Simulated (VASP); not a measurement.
# AgI (F-43m) in VASP: a series of runs

Runs on AgI. Level: LDA. Tasks: relaxation of cell and atoms, single point.

All numbers are computed with VASP 6.6.1; they aren't measurements. Logs are shortened: lines on timing, memory, paths and dates and some standing lists are left out, and cuts for length are marked.

## (1) The cell of the first run

It takes space group F-43m (No. 216, cubic). Conventional cell: a = 6.348 Å, b = 6.348 Å, c = 6.348 Å, α = 90.00°, β = 90.00°, γ = 90.00°. Within 3.6 Å of Ag (site symmetry -43m) lie 4 I at 2.75 Å. I (site symmetry -43m) has 4 Ag at 2.75 Å within 3.6 Å.

## (2) Relaxation of cell and atoms, LDA, target pressure 15 GPa, at which the enthalpy is minimised

The input, INCAR:

```
PREC     = Accurate       # precision mode
ENCUT    = 500            # plane-wave cutoff, eV
EDIFF    = 1E-7           # SCF threshold, eV
ISMEAR   = 0              # smearing method
SIGMA    = 0.01           # smearing width, eV
LREAL    = False          # projectors in reciprocal space
LASPH    = True           # aspherical terms in the spheres
NELM     = 120            # most SCF steps
ALGO     = Normal         # electronic algorithm
ISIF     = 3              # what is computed and relaxed
LWAVE    = False          # write WAVECAR
LCHARG   = False          # write CHGCAR
GGA      = CA             # functional
IBRION   = 2              # ionic algorithm
NSW      = 100            # ionic steps
EDIFFG   = -0.002         # ionic threshold
PSTRESS  = 150.0        
GGA_COMPAT= False        
NELMIN   = 4
```

The input, KPOINTS:

```
Automatic mesh
0
Gamma
  6 6 6
```

The input, POSCAR:

```
AgI
1.0
    3.1739602599      3.1739602599      0.0000000000
   -3.1739602599      3.1739602599      0.0000000000
    0.0000000000      3.1739602599      3.1739602599
Ag I
1 1
Direct
    0.0000000000      0.0000000000      0.0000000000
    0.7500000000      0.2500000000      0.5000000000
```

Potentials or basis: VASP PAW LDA potentials, release 64 (Ag, I).

On the command line:

```sh
cat potpaw_LDA.64/Ag/POTCAR potpaw_LDA.64/I/POTCAR > POTCAR
mpirun -np 1 vasp_std > vasp.out
```

OUTCAR:

```text
PREC = Accurate
   ENCUT = 500
   EDIFF = 1E-7
   ISMEAR = 0
   LREAL = False
   LASPH = True
   NELM = 120
   ISIF = 3
   GGA = CA
   IBRION = 2
   NSW = 100
   EDIFFG = -0.002
   PSTRESS = 150.0
   NELMIN = 4

 ion  position               nearest neighbor table
   1  0.000  0.000  0.000-   2 2.75   2 2.75   2 2.75   2 2.75
   2  0.750  0.250  0.500-   1 2.75   1 2.75   1 2.75   1 2.75

  LATTYP: Found a face centered cubic cell.
 ALAT       =     6.3479205198

  Lattice vectors:

 A1 = (   0.0000000000,   3.1739602599,   3.1739602599)
 A2 = (   3.1739602599,   0.0000000000,   3.1739602599)
 A3 = (   3.1739602599,   3.1739602599,   0.0000000000)

Analysis of symmetry for initial positions (statically):
=====================================================================
 Subroutine PRICEL returns:
 Original cell was already a primitive cell.

 Routine SETGRP: Setting up the symmetry group for a
 face centered cubic supercell.

 Subroutine GETGRP returns: Found 24 space group operations
 (whereof 24 operations were pure point group operations)
 out of a pool of 48 trial point group operations.

The static configuration has the point symmetry T_d .

Analysis of symmetry for dynamics (positions and initial velocities):
=====================================================================
 Subroutine PRICEL returns:
 Original cell was already a primitive cell.

 Routine SETGRP: Setting up the symmetry group for a
 face centered cubic supercell.

 Subroutine GETGRP returns: Found 24 space group operations
 (whereof 24 operations were pure point group operations)
 out of a pool of 48 trial point group operations.

The dynamic configuration has the point symmetry T_d .

 Subroutine INISYM returns: Found 24 space group operations
 (whereof 24 operations are pure point group operations),
 and found     1 'primitive' translations

----------------------------------------------------------------------------------------

                                     Primitive cell

  volume of cell :      63.9491

  direct lattice vectors                    reciprocal lattice vectors
     3.173960260  3.173960260  0.000000000     0.157531903  0.157531903 -0.157531903
    -3.173960260  3.173960260  0.000000000    -0.157531903  0.157531903 -0.157531903
     0.000000000  3.173960260  3.173960260     0.000000000  0.000000000  0.315063806

  length of vectors
     4.488657646  4.488657646  4.488657646     0.272853260  0.272853260  0.315063806

  position of ions in fractional coordinates (direct lattice)
     0.000000000  0.000000000  0.000000000
     0.750000000  0.250000000  0.500000000

  ion indices of the primitive-cell ions
   primitive index   ion index
[... 28 lines left out ...]

 Following reciprocal coordinates:
            Coordinates               Weight
  0.000000  0.000000  0.000000      1.000000
  0.166667  0.000000  0.000000      8.000000
  0.333333  0.000000  0.000000      8.000000
  0.500000  0.000000  0.000000      4.000000
  0.166667  0.166667  0.000000     12.000000
  0.333333  0.166667  0.000000     24.000000
[... 8 lines left out ...]
  0.500000  0.333333  0.166667     24.000000
  0.500000  0.500000  0.166667     12.000000
   k-points           NKPTS =     16   k-points in BZ     NKDIM =     16   number of bands    NBANDS=     13
   number of dos      NEDOS =    301   number of ions     NIONS =      2
   total plane-waves  NPLWV =  46656
   dimension x,y,z NGX =    36 NGY =   36 NGZ =   36
   dimension x,y,z NGXF=    72 NGYF=   72 NGZF=   72
   ions per type =               1   1
   NGX,Y,Z   is equivalent  to a cutoff of  13.33, 13.33, 13.33 a.u.
   NGXF,Y,Z  is equivalent  to a cutoff of  26.67, 26.67, 26.67 a.u.
 SYSTEM =  unknown system
   PREC   = accura    normal or accurate (medium, high low for compatibility)
   ISTART =      0    job   : 0-new  1-cont  2-samecut
   ICHARG =      2    charge: 1-file 2-atom 10-const
   ISPIN  =      1    spin polarized calculation?
   LNONCOLLINEAR =      F non collinear calculations
   LSORBIT =      F    spin-orbit coupling
   LASPH  =      T    aspherical Exc in radial PAW
   ENCUT  =  500.0 eV  36.75 Ry    6.06 a.u.   8.18  8.18  8.18*2*pi/ulx,y,z
   NELM   =    120;   NELMIN=  4; NELMDL= -5     # of ELM steps
   EDIFF  = 0.1E-06   stopping-criterion for ELM
   LREAL  =      F    real-space projection
   EDIFFG = -.2E-02   stopping-criterion for IOM
   NSW    =    100    number of steps for IOM
   IBRION =      2    ionic relax: 0-MD 1-quasi-New 2-CG
   NFREE  =      1    steps in history (QN), initial steepest desc. (CG)
   ISIF   =      3    stress and relaxation
   ISYM   =      2    0-nonsym 1-usesym 2-fastsym
   POTIM  = 0.5000    time-step for ionic-motion
   TEBEG  =    0.0;   TEEND  =   0.0 temperature during run
   PSTRESS=  150.0 pullay stress
   NELECT =      18.0000    total number of electrons
   NUPDOWN=      -1.0000    fix difference up-down
   EMIN   =  10.00;   EMAX   =-10.00  energy-range for DOS
   EFERMI =   0.00;   METHOD = LEGACY
   ISMEAR =     0;   SIGMA  =   0.01  broadening in eV -4-tet -1-fermi 0-gaus
   EFERMI_NEDOS =   21; number of points for ismear=-14 and -15
   IALGO  =     38    algorithm
   IMIX   =      4    mixing-type and parameters
     AMIX     =   0.40;   BMIX     =  1.00
     AMIX_MAG =   1.60;   BMIX_MAG =  1.00
  volume/ion in A,a.u.               =      31.97       215.77
  Fermi-wavevector in a.u.,A,eV,Ry     =   1.072887  2.027463 15.661497  1.151088
  Thomas-Fermi vector in A             =   2.208671
   LORBIT       =      0    0 simple, 1 ext, 2 COOP (PROOUT), +10 PAW based schemes
   GGA     = CA    functional components
   LHFCALC =     F    Hartree Fock is set to
   AEXX    =    0.0000 exact exchange contribution
   IVDW    =     0    specifies the selected vdW correction
   LEPSILON=     F    determine dielectric tensor
   LRPA    =     F    only Hartree local field effects (RPA)
 conjugate gradient relaxation of ions
 non-spin polarized calculation
 Gauss-broadening in eV      SIGMA  =   0.01
  energy-cutoff  :      500.00
  volume of cell :       63.95
 maximum number of plane-waves:      1640
 NGX is ok and might be reduce to    36
   NGX = 17   NGY = 17   NGZ = 17

--------------------------------------- Ionic step        1  -------------------------------------------

 number of electron      18.0000002 magnetization

 Free energy of the ion-electron system (eV)
  ---------------------------------------------------
  ext. energy  EPLUGINS =         0.00000000
  ---------------------------------------------------
  free energy    TOTEN  =        -6.12168296 eV

  energy without entropy =       -6.12168296  energy(sigma->0) =       -6.12168296

 E-fermi :   3.7591     XC(G=0):  -9.1609

 val. band max:        3.7161224911   @ k =   0.0000   0.0000   0.0000
 cond. band min:       4.8079361705   @ k =   0.0000   0.0000   0.0000
 fundamental gap:      1.0918136794
 Fermi energy:         3.7591361797
[... 744 lines left out ...]
--------------------------------------- Ionic step        7  -------------------------------------------

 number of electron      17.9999999 magnetization

 Free energy of the ion-electron system (eV)
  ---------------------------------------------------
  ext. energy  EPLUGINS =         0.00000000
  ---------------------------------------------------
  free energy    TOTEN  =        -5.66713823 eV

  energy without entropy =       -5.66713823  energy(sigma->0) =       -5.66713823

 E-fermi :   6.6414     XC(G=0): -10.1373

 val. band max:        6.5933215936   @ k =   0.0000   0.0000   0.0000
 cond. band min:       7.7333887962   @ k =   0.0000   0.0000   0.0000
 fundamental gap:      1.1400672026
 Fermi energy:         6.6414263139
[... 287 lines left out ...]
  energy  without entropy=       -5.6671382330  energy(sigma->0) =       -5.66713823

  enthalpy is  TOTEN    =        -0.8070048472 eV   P V=        4.8601333857

 reached required accuracy - stopping structural energy minimisation
```

Run time: 2.2 min. Hardware: 1 thread of Intel Xeon 8259CL, shared host; peak memory 0.18 GiB.

What came out:

```yaml
Free_energy: -5.6671 eV
Relaxed_volume: 25.96 Å³/atom
Relaxed_cell: a = 4.187 Å, b = 4.187 Å, c = 4.187 Å, α = 60.00°, β = 60.00°, γ = 90.00°
Space_group_after_relaxing_to_0.1_Å: F-43m (No. 216)
Energy_change_on_relaxing_the_run_minimises_the_enthalpy: +227.3 meV/atom
Ionic_steps: 7
Pressure_after_relaxing: 15.0 GPa
Band_gap_on_the_k_mesh: 1.14 eV
```

Step by step:
| step | energy change (eV) | largest force (eV/Å) | pressure (GPa) | volume (Å³) |
| --- | --- | --- | --- | --- |
| 1 | 0.0000 | 0.0000 | 0.03 | 63.95 |
| 2 | 3.0427 | 0.0000 | 65.77 | 40.09 |
| 3 | 0.3941 | 0.0000 | 13.59 | 52.59 |
| 4 | 0.4360 | 0.0000 | 14.57 | 52.11 |
| 5 | 0.4564 | 0.0000 | 15.03 | 51.89 |
| 6 | 0.4530 | 0.0000 | 14.96 | 51.93 |
| 7 | 0.4545 | 0.0000 | 15.00 | 51.91 |

Final structure:
```cif
data_structure
_symmetry_space_group_name_H-M 'P 1'
_symmetry_Int_Tables_number 1
_cell_length_a 4.1872
_cell_length_b 4.1872
_cell_length_c 4.1872
_cell_angle_alpha 60.000
_cell_angle_beta 60.000
_cell_angle_gamma 90.000
_cell_volume 51.91
loop_
_atom_site_label
_atom_site_type_symbol
_atom_site_fract_x
_atom_site_fract_y
_atom_site_fract_z
_atom_site_occupancy
Ag1 Ag 0.00000 0.00000 0.00000 1
I1 I 0.75000 0.25000 0.50000 1
```

Caveat: the cell is relaxed towards a set pressure, so the run minimises the enthalpy, not the energy; the volume moved by over 15 % at a fixed basis, so the end points are rough; spin-orbit coupling is left out, which moves the levels of the heavy elements. LDA usually gives volumes a few per cent too small.

## (3) Single point, LDA

The input, INCAR:

```
ALGO = Normal
EDIFF = 1E-6
ENCUT = 500
GGA = CA
GGA_COMPAT = F
ISIF = 2
ISMEAR = -1
LASPH = T
LCHARG = T
LELF = T
LREAL = F
LVHAR = T
LWAVE = F
NBANDS = 16
NELM = 120
PREC = Accurate
SIGMA = 0.1
```

The input, KPOINTS:

```
k-points
0
Gamma
  10 10 10
```

POSCAR is that of step 2.

Potentials or basis: VASP PAW LDA potentials, release 64 (Ag, I).

On the command line:

```sh
cat potpaw_LDA.64/Ag/POTCAR potpaw_LDA.64/I/POTCAR > POTCAR
mpirun -np 1 vasp_std > vasp.out
```

Wall time 64 s (1 thread of Intel Xeon 8259CL, shared host); peak memory 0.19 GiB.

It converged, with:

- Free energy: -6.1237 eV
- Pressure: 0.0 GPa
- Band gap on the k mesh: 1.09 eV

Levels at points of the mesh, in eV from the valence-band top:
```csv
k point,band 7,band 8,band 9,band 10,band 11,band 12
"(0.00, 0.00, 0.00)",0.00,0.00,0.00,1.09,5.51,5.51
"(0.50, 0.00, 0.00)",-3.27,-0.84,-0.84,2.53,6.03,6.03
"(0.50, 0.50, 0.00)",-2.93,-2.05,-2.05,3.23,3.67,8.51
```

Caveat: spin-orbit coupling is left out, which moves the levels of the heavy elements.
